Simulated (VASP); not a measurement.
# InAs (F-43m) in VASP: a series of runs, part 3 of 3

VASP 6.6.1. The steps go on from the part before.

## 4. Single point, PBE

This run uses another cell than the first one, of 27.65 Å³/atom.

The input, POSCAR:

```
InAs
1.0
    0.0000000000      3.0240000000      3.0240000000
    3.0240000000      0.0000000000      3.0240000000
    3.0240000000      3.0240000000      0.0000000000
In As
1 1
Direct
    0.0000000000      0.0000000000      0.0000000000
    0.7500000000      0.7500000000      0.7500000000
```

The input, INCAR.step1:

```
SYSTEM = InAs
PREC     = Accurate       ! precision mode
ENCUT    = 520            ! plane-wave cutoff, eV
EDIFF    = 1E-6           ! SCF threshold, eV
ISMEAR   = -1             ! smearing method
SIGMA    = 0.08           ! smearing width, eV
LREAL    = .FALSE.        ! projectors in reciprocal space
LASPH    = .TRUE.         ! aspherical terms in the spheres
NELM     = 60             ! most SCF steps
ALGO     = Normal         ! electronic algorithm
ISIF     = 2              ! what is computed and relaxed
LWAVE    = .FALSE.        ! write WAVECAR
LCHARG   = .TRUE.         ! write CHGCAR
GGA      = PE             ! functional
NBANDS   = 16             ! bands
```

The input, KPOINTS.step1:

```
regular mesh
0
G
  10 10 10
  0 0 0
```

The input, INCAR.step2:

```
SYSTEM = InAs
PREC     = Accurate       ! precision mode
ENCUT    = 520            ! plane-wave cutoff, eV
EDIFF    = 1E-6           ! SCF threshold, eV
ISMEAR   = -5             ! smearing method
SIGMA    = 0.08           ! smearing width, eV
LREAL    = .FALSE.        ! projectors in reciprocal space
LASPH    = .TRUE.         ! aspherical terms in the spheres
NELM     = 60             ! most SCF steps
ALGO     = Normal         ! electronic algorithm
ISIF     = 2              ! what is computed and relaxed
LWAVE    = .FALSE.        ! write WAVECAR
LCHARG   = .FALSE.        ! write CHGCAR
GGA      = PE             ! functional
LORBIT   = 11             ! projections on sites
NEDOS    = 2001           ! points of the DOS
ICHARG   = 11             ! starting density
```

The input, KPOINTS.step2:

```
regular mesh
0
G
  15 15 15
  0 0 0
```

Potentials or basis: VASP PAW PBE potentials, release 64 (In_d, As).

Command:

```bash
cat potpaw_PBE.64/In_d/POTCAR potpaw_PBE.64/As/POTCAR > POTCAR
cp INCAR.step1 INCAR
cp KPOINTS.step1 KPOINTS
mpirun -np 1 vasp_std > vasp.out
cp INCAR.step2 INCAR
cp KPOINTS.step2 KPOINTS
mpirun -np 1 vasp_std > vasp.out
```

OUTCAR:

```text
SYSTEM = InAs
   PREC = Accurate
   ENCUT = 520
   EDIFF = 1E-6
   ISMEAR = -5
   LREAL = .FALSE.
   LASPH = .TRUE.
   NELM = 60
   ISIF = 2
   GGA = PE
   LORBIT = 11
   ICHARG = 11

 ion  position               nearest neighbor table
   1  0.000  0.000  0.000-   2 2.62   2 2.62   2 2.62   2 2.62
   2  0.750  0.750  0.750-   1 2.62   1 2.62   1 2.62   1 2.62

  LATTYP: Found a face centered cubic cell.
 ALAT       =     6.0480000000

  Lattice vectors:

 A1 = (   0.0000000000,   3.0240000000,   3.0240000000)
 A2 = (   3.0240000000,   0.0000000000,   3.0240000000)
 A3 = (   3.0240000000,   3.0240000000,   0.0000000000)

Analysis of symmetry for initial positions (statically):
=====================================================================
 Subroutine PRICEL returns:
 Original cell was already a primitive cell.

 Routine SETGRP: Setting up the symmetry group for a
 face centered cubic supercell.

 Subroutine GETGRP returns: Found 24 space group operations
 (whereof 24 operations were pure point group operations)
 out of a pool of 48 trial point group operations.

The static configuration has the point symmetry T_d .

Analysis of symmetry for dynamics (positions and initial velocities):
=====================================================================
 Subroutine PRICEL returns:
 Original cell was already a primitive cell.

 Routine SETGRP: Setting up the symmetry group for a
 face centered cubic supercell.

 Subroutine GETGRP returns: Found 24 space group operations
 (whereof 24 operations were pure point group operations)
 out of a pool of 48 trial point group operations.

The dynamic configuration has the point symmetry T_d .

 Subroutine INISYM returns: Found 24 space group operations
 (whereof 24 operations are pure point group operations),
 and found     1 'primitive' translations

----------------------------------------------------------------------------------------

                                     Primitive cell

  volume of cell :      55.3064

  direct lattice vectors                    reciprocal lattice vectors
     0.000000000  3.024000000  3.024000000    -0.165343915  0.165343915  0.165343915
     3.024000000  0.000000000  3.024000000     0.165343915 -0.165343915  0.165343915
     3.024000000  3.024000000  0.000000000     0.165343915  0.165343915 -0.165343915

  length of vectors
     4.276581813  4.276581813  4.276581813     0.286384062  0.286384062  0.286384062

  position of ions in fractional coordinates (direct lattice)
     0.000000000  0.000000000  0.000000000
     0.750000000  0.750000000  0.750000000

  ion indices of the primitive-cell ions
   primitive index   ion index
                 1           1
                 2           2

----------------------------------------------------------------------------------------

 KPOINTS: regular mesh

Automatic generation of k-mesh.
 Grid dimensions read from file:
 generate k-points for:   15   15   15

 Generating k-lattice:

  Cartesian coordinates                     Fractional coordinates (reciprocal lattice)
    -0.011022928  0.011022928  0.011022928     0.066666667  0.000000000  0.000000000
     0.011022928 -0.011022928  0.011022928     0.000000000  0.066666667  0.000000000
     0.011022928  0.011022928 -0.011022928     0.000000000  0.000000000  0.066666667

  Length of vectors
     0.019092271  0.019092271  0.019092271

[... 46 lines left out ...]
   PREC   = accura    normal or accurate (medium, high low for compatibility)
   ISTART =      0    job   : 0-new  1-cont  2-samecut
   ICHARG =     11    charge: 1-file 2-atom 10-const
   ISPIN  =      1    spin polarized calculation?
   LNONCOLLINEAR =      F non collinear calculations
   LSORBIT =      F    spin-orbit coupling
   LASPH  =      T    aspherical Exc in radial PAW
   ENCUT  =  520.0 eV  38.22 Ry    6.18 a.u.   7.95  7.95  7.95*2*pi/ulx,y,z
   NELM   =     60;   NELMIN=  2; NELMDL=  0     # of ELM steps
   EDIFF  = 0.1E-05   stopping-criterion for ELM
   LREAL  =      F    real-space projection
   EDIFFG = 0.1E-04   stopping-criterion for IOM
   NSW    =      0    number of steps for IOM
   IBRION =     -1    ionic relax: 0-MD 1-quasi-New 2-CG
   NFREE  =      0    steps in history (QN), initial steepest desc. (CG)
   ISIF   =      2    stress and relaxation
   ISYM   =      2    0-nonsym 1-usesym 2-fastsym
   POTIM  = 0.5000    time-step for ionic-motion
   TEBEG  =    0.0;   TEEND  =   0.0 temperature during run
   PSTRESS=    0.0 pullay stress
   NELECT =      18.0000    total number of electrons
   NUPDOWN=      -1.0000    fix difference up-down
   EMIN   =  10.00;   EMAX   =-10.00  energy-range for DOS
   EFERMI =   0.00;   METHOD = LEGACY
   ISMEAR =    -5;   SIGMA  =   0.08  broadening in eV -4-tet -1-fermi 0-gaus
   EFERMI_NEDOS =   21; number of points for ismear=-14 and -15
   IALGO  =     38    algorithm
   IMIX   =      4    mixing-type and parameters
     AMIX     =   0.40;   BMIX     =  1.00
     AMIX_MAG =   1.60;   BMIX_MAG =  1.00
  volume/ion in A,a.u.               =      27.65       186.61
  Fermi-wavevector in a.u.,A,eV,Ry     =   1.126092  2.128005 17.253320  1.268083
  Thomas-Fermi vector in A             =   2.262772
   LORBIT       =     11    0 simple, 1 ext, 2 COOP (PROOUT), +10 PAW based schemes
   GGA     = PE    functional components
   LHFCALC =     F    Hartree Fock is set to
   AEXX    =    0.0000 exact exchange contribution
   IVDW    =     0    specifies the selected vdW correction
   LEPSILON=     F    determine dielectric tensor
   LRPA    =     F    only Hartree local field effects (RPA)
 non-spin polarized calculation
 Fermi weights with tetrahedron method with Bloechl corrections
  energy-cutoff  :      520.00
  volume of cell :       55.31
 maximum number of plane-waves:      1505

 number of electron      17.9999990 magnetization

 Free energy of the ion-electron system (eV)
  ---------------------------------------------------
  ext. energy  EPLUGINS =         0.00000000
  ---------------------------------------------------
  free energy    TOTEN  =        -7.67380556 eV

  energy without entropy =       -7.67380556  energy(sigma->0) =       -7.67380556

 E-fermi :   4.5028     XC(G=0):  -9.0909

 val. band max:        4.5024583995   @ k =   0.0000   0.0000   0.0000
 cond. band min:       4.5024585973   @ k =   0.0000   0.0000   0.0000
 fundamental gap:      0.0000001978
 Fermi energy:         4.5027548892

 k-point     1 :       0.0000    0.0000    0.0000
  band No.  band energies     occupation
      1      -9.8885      2.00000
      2      -9.8885      2.00000
      3      -9.8885      2.00000
      4      -9.7612      2.00000
      5      -9.7612      2.00000
      6      -7.3555      2.00000
      7       4.3047      2.00000
      8       4.5025      2.00000
      9       4.5025      2.00000
     10       4.5025      0.00000
     11       8.4103      0.00000
     12       8.4103      0.00000
     13       8.4103      0.00000
[... 354 lines left out ...]
  band No.  band energies     occupation
      1      -9.9434      2.00000
      2      -9.8695      2.00000
      3      -9.8685      2.00000
      4      -9.7687      2.00000
      5      -9.7557      2.00000
      6      -6.9527      2.00000
      7       1.7942      2.00000
      8       3.6788      2.00000
      9       3.6868      2.00000
     10       6.6753      0.00000
     11       7.5562      0.00000
     12       9.6143      0.00000
     13       9.6269      0.00000

 [... further k-points ...]

------------------------ aborting loop because EDIFF is reached ----------------------------------------

  FORCE on cell =-STRESS in cart. coord.  units (eV):
  Direction    XX          YY          ZZ          XY          YZ          ZX
  --------------------------------------------------------------------------------------
  -------------------------------------------------------------------------------------
  Total        1.3649893      1.3649893      1.3649893      0.0000000      0.0000000     -0.0000000
  in kB       39.5425307     39.5425307     39.5425307      0.0000000      0.0000000     -0.0000000
  external PRESSURE =      39.5425307 kB  Pullay stress =       0.0000000 kB

 VOLUME and BASIS-vectors are now :
 -----------------------------------------------------------------------------
  energy-cutoff  :      520.00
  volume of cell :       55.31
      direct lattice vectors                 reciprocal lattice vectors
     0.000000000  3.024000000  3.024000000    -0.165343915  0.165343915  0.165343915
     3.024000000  0.000000000  3.024000000     0.165343915 -0.165343915  0.165343915
     3.024000000  3.024000000  0.000000000     0.165343915  0.165343915 -0.165343915

 POSITION                                       TOTAL-FORCE (eV/Angst)
 -----------------------------------------------------------------------------------
      0.00000      0.00000      0.00000        -0.000000     -0.000000     -0.000000
      4.53600      4.53600      4.53600         0.000000      0.000000      0.000000
 -----------------------------------------------------------------------------------
    total drift:                                0.000000      0.000000      0.000000

  FREE ENERGIE OF THE ION-ELECTRON SYSTEM (eV)
  ---------------------------------------------------
  free  energy   TOTEN  =        -7.6738055639 eV

  energy  without entropy=       -7.6738055639  energy(sigma->0) =       -7.67380556

 total charge

# of ion       s       p       d       tot
------------------------------------------
    1        0.849   0.734   9.889  11.472
    2        1.220   1.572   0.022   2.814
--------------------------------------------------
tot          2.068   2.306   9.911  14.286
```

Wall time 39 s (1 thread of AMD EPYC 9R45 (Zen 5), shared host); peak memory 0.21 GiB.

What came out:

```yaml
Valence_electrons_inside_the_program's_atomic_spheres: In 11.47; As 2.81
```

Levels at points of the mesh, in eV from the Fermi level:
```
           k point  band 5  band 6  band 7  band 8  band 9  band 10  band 11  band 12  band 13
(0.00, 0.00, 0.00)  -14.26  -11.86   -0.20    0.00    0.00     0.00     3.91     3.91     3.91
```

Caveat: spin-orbit coupling is left out, which moves the levels of the heavy elements; tetrahedron occupations give inexact forces and stress in metals.

## 5. Overview

```tsv
task	cell	k mesh for the DOS	occupations for the DOS	gap on the mesh (eV)	pressure (GPa)
electric field gradients	a = 4.319 Å, angles 60.0°, 2 atoms	-	-	none	2.1
electric field gradients	a = 4.360 Å, angles 60.0°, 2 atoms	-	-	none	0.5
single point	a = 4.277 Å, angles 60.0°, 2 atoms	15 × 15 × 15	tetrahedron	-	-
```

Alike in all rows: level PBE; potentials or basis VASP PAW PBE potentials, release 64 (In_d, As); no spin polarisation; k mesh 10 × 10 × 10; cutoff (eV) 520; smearing fermi-dirac 0.08 eV.

Caveats: spin-orbit coupling is left out, which moves the levels of the heavy elements; semilocal functionals underestimate gaps, so a narrow gap can read as zero (at least some runs); tetrahedron occupations give inexact forces and stress in metals (at least some runs).

Absolute energies hang on the potentials; compare differences alone.
